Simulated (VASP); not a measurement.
Set up this calculation in VASP 6.6.1, as the native input.

```
Task                   : relaxation of shape and atoms at fixed volume
Functional             : PBE
Potentials or basis    : VASP PAW PBE potentials, release 64 (Cu)
Cutoff                 : 600 eV
k mesh                 : 19 × 19 × 10
Occupations            : fermi-dirac, width 0.05 eV
Spin                   : no spin polarisation
Dipole correction      : no
Further INCAR settings : ALGO = Normal; EDIFF = 1e-06; IBRION = 2; EDIFFG = -0.005; NSW = 50; ISIF = 4
```

The structure of Cu lies in POSCAR:

```
Cu
1.0
    2.1571767300      0.0000000000      0.0000000000
   -1.0785883650      1.8681698486      0.0000000000
    0.0000000000      0.0000000000      3.5631043282
Cu
2
Direct
    0.3333333333      0.6666666667      0.2500000000
    0.6666666667      0.3333333333      0.7500000000
```

This isn't the form of Cu at room conditions, which is fcc.

The input as run:

INCAR

```
SYSTEM = Cu
ALGO = Normal
EDIFF = 1E-6
EDIFFG = -0.005
ENCUT = 600
GGA = PE
IBRION = 2
ISIF = 4
ISMEAR = -1
LASPH = .True.
LCHARG = .False.
LREAL = .False.
LWAVE = .False.
NELM = 100
NSW = 50
PREC = Accurate
SIGMA = 0.05
```

KPOINTS

```
k-points
0
Gamma
  19 19 10
  0 0 0
```

Potentials or basis: VASP PAW PBE potentials, release 64 (Cu).

Run with:

```sh
$ cat potpaw_PBE.64/Cu/POTCAR > POTCAR
$ mpirun -np 1 vasp_std > vasp.out
```

It gave:

```yaml
Energy_gained_by_relaxing: 0.6 meV/atom
Ionic_steps: 3
Pressure_after_relaxing: 255.9 GPa
Band_gap_on_the_k_mesh: zero (bands 11 and 12 overlap by 8.28 eV)
```

Run time: 60 s on 1 thread of AMD EPYC 9R45 96-Core Processor (Zen 5) (shared host), peak memory 0.14 GiB.
